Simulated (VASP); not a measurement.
Write the native input for VASP 6.6.1 that does the following.

```yaml
Task: single point
Functional: PBE
Potentials_or_basis: VASP PAW PBE potentials, release 64 (Ti_sv, Ni)
Cutoff: 400 eV
k_mesh: 1 × 1 × 1, shifted
Occupations: fermi-dirac, width 0.05 eV
Spin: no spin polarisation
Dipole_correction: no
Mended: yes
Further_INCAR_settings: LREAL = Auto; ALGO = Normal; EDIFF = 1e-06; NBANDS = 134; ISYM = -1
```

The structure of Ti9Ni lies in POSCAR:

```
Ti9Ni
1.0
    7.3338560000     -0.1618810000      0.1227960000
   -0.1618810000      6.9367480000      0.0315590000
    0.1227960000      0.0315590000      7.0584070000
Ti Ni
18 2
Direct
    0.1876689856      0.2336744238      0.5900203074
    1.0087352951      0.0362232298      0.8863925205
    0.7765284682      0.1386402692      0.5517790433
    0.5724461683      0.5576963551      0.0304218163
    0.7339638270      0.9635224221      0.1617150122
    0.2017156614      0.7013176945      0.7310693813
    0.3183971597      0.8943429449      0.0840272505
    0.2463556635      0.5684657834      0.3173869541
    0.4457545735      0.2221042101      0.2541988206
    0.4536708710      0.9065659976      0.5006756787
    0.9329172418      0.2758657726      0.2093611840
    0.5208660863      0.4408653142      0.5974123424
    0.7323794357      0.6173835247      0.3599412344
    0.2365216757      0.3711278059      0.9568522560
    0.7552635350      0.7839160868      0.7255131436
    0.5475095939      0.1421948611      0.8551754644
    0.9583238314      0.6561185382      0.0252055771
    0.0539150214      0.9043841035      0.3831932606
    0.9647106665      0.4854829189      0.5442713963
    0.8544883565      0.3618894649      0.8413260072
```

These files were run (other wordings do the same):

INCAR

```
SYSTEM = Ti9Ni
PREC = Accurate
ENCUT = 400
EDIFF = 1E-6
ISMEAR = -1
SIGMA = 0.05
LREAL = Auto
LASPH = .TRUE.
NELM = 120
ALGO = Normal
ISIF = 2
LWAVE = .FALSE.
LCHARG = .TRUE.
GGA = PE
LELF = .TRUE.
LVHAR = .TRUE.
ISYM = -1
NBANDS = 134
GGA_COMPAT = .FALSE.
```

KPOINTS

```
explicit points
1
Reciprocal
  0.25000000   0.25000000   0.25000000 1
```

Potentials or basis: VASP PAW PBE potentials, release 64 (Ti_sv, Ni).

Command:

```sh
$ cat potpaw_PBE.64/Ti_sv/POTCAR potpaw_PBE.64/Ni/POTCAR > POTCAR
$ mpirun -np 1 vasp_std > vasp.out
```

Results of the run:

The pressure is -6.6 GPa. The largest force is 1.185 eV/Å.

Caveat: the atoms stand as in a frame of molecular dynamics.

It took 2.4 min on 1 thread of Intel(R) Xeon(R) Platinum 8259CL CPU @ 2.50GHz (Skylake/Cascade Lake), on a shared host, peak memory 0.32 GiB.
